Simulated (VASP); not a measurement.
# Na2Ca2Se3 (R-3m) in VASP: notebook

The runs below take Na2Ca2Se3 through single point, relaxation of cell and atoms, with PBE.

Everything below comes from runs of VASP 6.6.1. Logs are shortened: lines on timing, memory, paths and dates and some standing lists are left out, and cuts for length are marked.

## 1. The cell of the first run

It takes space group R-3m (No. 166, trigonal). The conventional cell has a = 6.849 Å, b = 6.849 Å, c = 13.439 Å, α = 90.00°, β = 90.00°, γ = 120.00°. Na (site symmetry 3m) has 3 Se at 2.46 Å and 1 Ca at 3.02 Å within 3.2 Å. Ca (site symmetry -3m) has 2 Na at 3.02 Å and 6 Se at 3.42 Å within 4.0 Å. Ca (site symmetry -3m) has 6 Se at 2.99 Å and 8 Na at 3.70 to 4.03 Å within 4.1 Å. Se (site symmetry 2/m) has 2 Na at 2.46 Å and 2 Ca at 2.99 Å within 3.2 Å.

The cell was generated, and may not be a known phase.

## 2. Single point, PBE

Contents of INCAR:

```
SYSTEM = Na2Ca2Se3
PREC = Accurate ; ENCUT = 520
EDIFF = 1E-6 ; ISMEAR = 0
SIGMA = 0.1 ; LREAL = .FALSE.
LASPH = .TRUE. ; NELM = 100
ALGO = Normal ; ISIF = 2
LWAVE = .FALSE. ; LCHARG = .TRUE.
GGA = PE ; LELF = .TRUE.
LVHAR = .TRUE. ; NBANDS = 35
```

Contents of KPOINTS:

```
Automatic mesh
0
G
  3 3 3
  0 0 0
```

Contents of POSCAR:

```
Na2Ca2Se3
1.0
    3.4245369200      1.9771573100      4.4795020000
   -3.4245369200      1.9771573100      4.4795020000
    0.0000000000     -3.9543146300      4.4795020000
Na Ca Se
2 2 3
Direct
    0.7247977800      0.7247977800      0.7247977800
    0.2752022200      0.2752022200      0.2752022200
    0.5000000000      0.5000000000      0.5000000000
    0.0000000000      0.0000000000      0.0000000000
    0.0000000000      0.0000000000      0.5000000000
    0.5000000000      0.0000000000      0.0000000000
    0.0000000000      0.5000000000      0.0000000000
```

Potentials or basis: VASP PAW PBE potentials, release 64 (Na_pv, Ca_sv, Se).

Run with:

```sh
> cat potpaw_PBE.64/Na_pv/POTCAR potpaw_PBE.64/Ca_sv/POTCAR potpaw_PBE.64/Se/POTCAR > POTCAR
> mpirun -np 1 vasp_std > vasp.out
```

OUTCAR:

```text
SYSTEM = Na2Ca2Se3
   PREC = Accurate
   ENCUT = 520
   EDIFF = 1E-6
   ISMEAR = 0
   LREAL = .FALSE.
   LASPH = .TRUE.
   NELM = 100
   ISIF = 2
   GGA = PE

 ion  position               nearest neighbor table
   1  0.725  0.725  0.725-   5 2.46   6 2.46   7 2.46
   2  0.275  0.275  0.275-   5 2.46   6 2.46   7 2.46
   3  0.500  0.500  0.500-
   4  0.000  0.000  0.000-
   5  0.000  0.000  0.500-   1 2.46   2 2.46
   6  0.500  0.000  0.000-   1 2.46   2 2.46
   7  0.000  0.500  0.000-   1 2.46   2 2.46

  LATTYP: Found a trigonal (rhomboedric) cell.
 ALAT       =     5.9751604424
 COS(alpha) =     0.3430466092

  Lattice vectors:

 A1 = (   3.4245369200,   1.9771573100,   4.4795020000)
 A2 = (  -3.4245369200,   1.9771573100,   4.4795020000)
 A3 = (   0.0000000000,  -3.9543146300,   4.4795020000)

Analysis of symmetry for initial positions (statically):
=====================================================================
 Subroutine PRICEL returns:
 Original cell was already a primitive cell.

 Routine SETGRP: Setting up the symmetry group for a
 trigonal (rhombohedral) supercell.

 Subroutine GETGRP returns: Found 12 space group operations
 (whereof 12 operations were pure point group operations)
 out of a pool of 12 trial point group operations.

The static configuration has the point symmetry D_3d.

Analysis of symmetry for dynamics (positions and initial velocities):
=====================================================================
 Subroutine PRICEL returns:
 Original cell was already a primitive cell.

 Routine SETGRP: Setting up the symmetry group for a
 trigonal (rhombohedral) supercell.

 Subroutine GETGRP returns: Found 12 space group operations
 (whereof 12 operations were pure point group operations)
 out of a pool of 12 trial point group operations.

The dynamic configuration has the point symmetry D_3d.

 Subroutine INISYM returns: Found 12 space group operations
 (whereof 12 operations are pure point group operations),
 and found     1 'primitive' translations

----------------------------------------------------------------------------------------

                                     Primitive cell

  volume of cell :     181.9802

  direct lattice vectors                    reciprocal lattice vectors
     3.424536920  1.977157310  4.479502000     0.146005142  0.084296108  0.074413034
    -3.424536920  1.977157310  4.479502000    -0.146005142  0.084296108  0.074413034
     0.000000000 -3.954314630  4.479502000     0.000000000 -0.168592216  0.074413034

  length of vectors
     5.975160442  5.975160442  5.975160446     0.184284115  0.184284115  0.184284115

  position of ions in fractional coordinates (direct lattice)
     0.724797780  0.724797780  0.724797780
     0.275202220  0.275202220  0.275202220
     0.500000000  0.500000000  0.500000000
     0.000000000  0.000000000  0.000000000
     0.000000000  0.000000000  0.500000000
     0.500000000  0.000000000  0.000000000
     0.000000000  0.500000000  0.000000000

  ion indices of the primitive-cell ions
   primitive index   ion index
                 1           1
                 2           2
                 3           3
                 4           4
                 5           5
                 6           6
                 7           7

----------------------------------------------------------------------------------------

 KPOINTS: Automatic mesh

Automatic generation of k-mesh.
 Grid dimensions read from file:
 generate k-points for:    3    3    3

 Generating k-lattice:

  Cartesian coordinates                     Fractional coordinates (reciprocal lattice)
     0.048668381  0.028098703  0.024804345     0.333333333  0.000000000  0.000000000
    -0.048668381  0.028098703  0.024804345     0.000000000  0.333333333  0.000000000
     0.000000000 -0.056197405  0.024804345    -0.000000000 -0.000000000  0.333333333

  Length of vectors
     0.061428038  0.061428038  0.061428038

  Shift w.r.t. Gamma in fractional coordinates (k-lattice)
     0.000000000  0.000000000  0.000000000

 Subroutine IBZKPT returns following result:
 ===========================================

 Found      6 irreducible k-points:

 Following reciprocal coordinates:
            Coordinates               Weight
  0.000000  0.000000  0.000000      1.000000
  0.333333 -0.000000 -0.000000      6.000000
  0.333333  0.333333 -0.000000      6.000000
 -0.333333  0.333333  0.000000      6.000000
  0.333333  0.333333  0.333333      2.000000
 -0.333333  0.333333  0.333333      6.000000
   k-points           NKPTS =      6   k-points in BZ     NKDIM =      6   number of bands    NBANDS=     35
   number of dos      NEDOS =    301   number of ions     NIONS =      7
   total plane-waves  NPLWV = 110592
   dimension x,y,z NGX =    48 NGY =   48 NGZ =   48
   dimension x,y,z NGXF=    96 NGYF=   96 NGZF=   96
   ions per type =               2   2   3
   NGX,Y,Z   is equivalent  to a cutoff of  13.35, 13.35, 13.35 a.u.
   NGXF,Y,Z  is equivalent  to a cutoff of  26.71, 26.71, 26.71 a.u.
 SYSTEM =  Na2Ca2Se3
   PREC   = accura    normal or accurate (medium, high low for compatibility)
   ISTART =      0    job   : 0-new  1-cont  2-samecut
   ICHARG =      2    charge: 1-file 2-atom 10-const
   ISPIN  =      1    spin polarized calculation?
   LNONCOLLINEAR =      F non collinear calculations
   LSORBIT =      F    spin-orbit coupling
   LASPH  =      T    aspherical Exc in radial PAW
   ENCUT  =  520.0 eV  38.22 Ry    6.18 a.u.  11.11 11.11 11.11*2*pi/ulx,y,z
   NELM   =    100;   NELMIN=  2; NELMDL= -5     # of ELM steps
   EDIFF  = 0.1E-05   stopping-criterion for ELM
   LREAL  =      F    real-space projection
   EDIFFG = 0.1E-04   stopping-criterion for IOM
   NSW    =      0    number of steps for IOM
   IBRION =     -1    ionic relax: 0-MD 1-quasi-New 2-CG
   NFREE  =      0    steps in history (QN), initial steepest desc. (CG)
   ISIF   =      2    stress and relaxation
   ISYM   =      2    0-nonsym 1-usesym 2-fastsym
   POTIM  = 0.5000    time-step for ionic-motion
   TEBEG  =    0.0;   TEEND  =   0.0 temperature during run
   PSTRESS=    0.0 pullay stress
   NELECT =      52.0000    total number of electrons
   NUPDOWN=      -1.0000    fix difference up-down
   EMIN   =  10.00;   EMAX   =-10.00  energy-range for DOS
   EFERMI =   0.00;   METHOD = LEGACY
   ISMEAR =     0;   SIGMA  =   0.10  broadening in eV -4-tet -1-fermi 0-gaus
   EFERMI_NEDOS =   21; number of points for ismear=-14 and -15
   IALGO  =     38    algorithm
   IMIX   =      4    mixing-type and parameters
     AMIX     =   0.40;   BMIX     =  1.00
     AMIX_MAG =   1.60;   BMIX_MAG =  1.00
  volume/ion in A,a.u.               =      26.00       175.44
  Fermi-wavevector in a.u.,A,eV,Ry     =   1.078288  2.037668 15.819549  1.162704
  Thomas-Fermi vector in A             =   2.214222
   LORBIT       =      0    0 simple, 1 ext, 2 COOP (PROOUT), +10 PAW based schemes
   GGA     = PE    functional components
   LHFCALC =     F    Hartree Fock is set to
   AEXX    =    0.0000 exact exchange contribution
   IVDW    =     0    specifies the selected vdW correction
   LEPSILON=     F    determine dielectric tensor
   LRPA    =     F    only Hartree local field effects (RPA)
 non-spin polarized calculation
 Gauss-broadening in eV      SIGMA  =   0.10
  energy-cutoff  :      520.00
  volume of cell :      181.98
 maximum number of plane-waves:      4904
 NGX is ok and might be reduce to    48
   NGX = 23   NGY = 23   NGZ = 23

 number of electron      51.9999980 magnetization

 Free energy of the ion-electron system (eV)
  ---------------------------------------------------
  ext. energy  EPLUGINS =         0.00000000
  ---------------------------------------------------
  free energy    TOTEN  =       -21.40213757 eV

  energy without entropy =      -21.37641573  energy(sigma->0) =      -21.38927665

 E-fermi :   3.1447     XC(G=0):  -8.5691

 val. band max:        3.1203411208   @ k =   0.3333   0.3333   0.3333
 cond. band min:       3.1524317947   @ k =   0.3333  -0.0000  -0.0000
 fundamental gap:      0.0320906739
 Fermi energy:         3.1447053282

 k-point     1 :       0.0000    0.0000    0.0000
  band No.  band energies     occupation
      1     -39.9009      2.00000
      2     -37.9289      2.00000
      3     -21.2225      2.00000
      4     -21.1131      2.00000
      5     -21.0067      2.00000
      6     -21.0067      2.00000
[... 27 lines left out ...]
     34       6.0985      0.00000
     35       6.5232      0.00000

 k-point     2 :       0.3333   -0.0000   -0.0000
  band No.  band energies     occupation
      1     -39.9009      2.00000
      2     -37.9289      2.00000
      3     -21.2234      2.00000
      4     -21.1109      2.00000
      5     -21.0061      2.00000
      6     -21.0050      2.00000
[... 27 lines left out ...]
     34       6.4723      0.00000
     35       6.5012      0.00000

 k-point     3 :       0.3333    0.3333   -0.0000
  band No.  band energies     occupation
      1     -39.9009      2.00000
      2     -37.9289      2.00000
      3     -21.2238      2.00000
      4     -21.1097      2.00000
      5     -21.0090      2.00000
      6     -21.0039      2.00000
[... 27 lines left out ...]
     34       6.5397      0.00000
     35       6.6085      0.00000

 k-point     4 :      -0.3333    0.3333    0.0000
  band No.  band energies     occupation
      1     -39.9009      2.00000
      2     -37.9289      2.00000
      3     -21.2233      2.00000
      4     -21.1108      2.00000
      5     -21.0070      2.00000
      6     -21.0054      2.00000
[... 27 lines left out ...]
     34       6.6339      0.00000
     35       6.8694      0.00000

 k-point     5 :       0.3333    0.3333    0.3333
  band No.  band energies     occupation
      1     -39.9009      2.00000
      2     -37.9289      2.00000
      3     -21.2236      2.00000
      4     -21.1094      2.00000
      5     -21.0063      2.00000
      6     -21.0063      2.00000
[... 27 lines left out ...]
     34       6.5745      0.00000
     35       6.5745      0.00000

 k-point     6 :      -0.3333    0.3333    0.3333
  band No.  band energies     occupation
      1     -39.9009      2.00000
      2     -37.9289      2.00000
      3     -21.2222      2.00000
      4     -21.1124      2.00000
      5     -21.0066      2.00000
      6     -21.0065      2.00000
[... 27 lines left out ...]
     34       6.4196      0.00000
     35       6.7951      0.00000

------------------------ aborting loop because EDIFF is reached ----------------------------------------

  FORCE on cell =-STRESS in cart. coord.  units (eV):
  Direction    XX          YY          ZZ          XY          YZ          ZX
  --------------------------------------------------------------------------------------
  -------------------------------------------------------------------------------------
  Total        8.3641168      8.3641168      7.5699781      0.0000000     -0.0000000      0.0000000
  in kB       73.6387840     73.6387841     66.6470821      0.0000000     -0.0000000      0.0000000
  external PRESSURE =      71.3082167 kB  Pullay stress =       0.0000000 kB

 VOLUME and BASIS-vectors are now :
 -----------------------------------------------------------------------------
  energy-cutoff  :      520.00
  volume of cell :      181.98
      direct lattice vectors                 reciprocal lattice vectors
     3.424536920  1.977157310  4.479502000     0.146005142  0.084296108  0.074413034
    -3.424536920  1.977157310  4.479502000    -0.146005142  0.084296108  0.074413034
     0.000000000 -3.954314630  4.479502000     0.000000000 -0.168592216  0.074413034

 POSITION                                       TOTAL-FORCE (eV/Angst)
 -----------------------------------------------------------------------------------
      0.00000     -0.00000      9.74020         0.000000      0.000000     -1.503173
      0.00000     -0.00000      3.69831         0.000000     -0.000000      1.503173
      0.00000     -0.00000      6.71925         0.000000      0.000000      0.000000
      0.00000      0.00000      0.00000         0.000000     -0.000000     -0.000000
      0.00000     -1.97716      2.23975         0.000000     -0.000000      0.000000
      1.71227      0.98858      2.23975        -0.000000      0.000000      0.000000
     -1.71227      0.98858      2.23975        -0.000000     -0.000000     -0.000000
 -----------------------------------------------------------------------------------
    total drift:                                0.000000      0.000000     -0.000000

  FREE ENERGIE OF THE ION-ELECTRON SYSTEM (eV)
  ---------------------------------------------------
  free  energy   TOTEN  =       -21.4021375742 eV

  energy  without entropy=      -21.3764157346  energy(sigma->0) =      -21.38927665
```

Wall time 44 s (1 thread of AMD EPYC 7R13 (Zen 3), shared host); peak memory 0.29 GiB.

Results:

```yaml
Free_energy: -21.4021 eV
Pressure: 7.1 GPa
Largest_force: 1.503 eV/Å
Band_gap_on_the_k_mesh: zero (bands 26 and 27 overlap by 0.17 eV)
```

Forces on the atoms (eV/Å):
```
Na   0.000  0.000 -1.503
Na   0.000  0.000  1.503
Ca   0.000  0.000  0.000
Ca   0.000  0.000  0.000
Se   0.000  0.000  0.000
Se   0.000  0.000  0.000
Se   0.000  0.000  0.000
```

Caveat: the k points lie up to 0.39 Å⁻¹ apart; semilocal functionals underestimate gaps, and a narrow one can read as zero; forces of over 1 eV/Å act on the atoms, so gaps and moduli don't describe the material at rest.

(Part 1 of 2 ends here.)

The gap in the log of VASP goes by the Fermi energy; the results here count the filled bands.